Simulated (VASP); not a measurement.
Runs of VASP 6.6.1 on KBr. It takes space group Pm-3m (No. 221, cubic). The conventional cell has a = 3.976 Å, b = 3.976 Å, c = 3.976 Å, α = 90.00°, β = 90.00°, γ = 90.00°. Within 4.5 Å of K (site symmetry m-3m) lie 8 Br at 3.44 Å and 6 K at 3.98 Å. Br (site symmetry m-3m) has 8 K at 3.44 Å and 6 Br at 3.98 Å within 4.5 Å. 

```csv
level,k mesh,smearing,grid for exact exchange (PRECFOCK),share of exact exchange,screening parameter,gap on the mesh (eV),pressure (GPa)
r2SCAN,2 × 2 × 2,gaussian 0.01 eV,-,-,-,(b),1.6
r2SCAN,4 × 4 × 4,fermi-dirac 0.001 eV,-,-,-,4.77,0.0
PBE-based screened hybrid with 35 % exact exchange,4 × 4 × 4,gaussian 0.01 eV,Normal,0.35,0.2078 1/Å,(c),0.4
PBE-based screened hybrid with 20 % exact exchange,4 × 4 × 4,gaussian 0.01 eV,Normal,0.2,0.2078 1/Å,4.95,(a)
HSE06,4 × 4 × 4,gaussian 0.01 eV,Normal,0.25,0.2079 1/Å,5.19,0.5
r2SCAN,4 × 4 × 4,methfessel-paxton 0.001 eV,-,-,-,4.77,0.0
r2SCAN,4 × 4 × 4,gaussian 0.01 eV,-,-,-,4.77,0.0
```

Alike in all rows: task single point; potentials or basis VASP PAW PBE potentials, release 64 (K_sv, Br); no spin polarisation; cell as given; cutoff (eV) 520.

Problem. Fill in the values left out.

Solution. (a) 0.6; (b) 4.66; (c) 5.67.

Caveats: some runs use coarse meshes; the structure was generated, so it needn't be the stable form of KBr; the PAW data sets were made with another functional, which shifts forces and pressure a little.

A k mesh can miss the band edges, and the runs leave out spin-orbit coupling on Br.
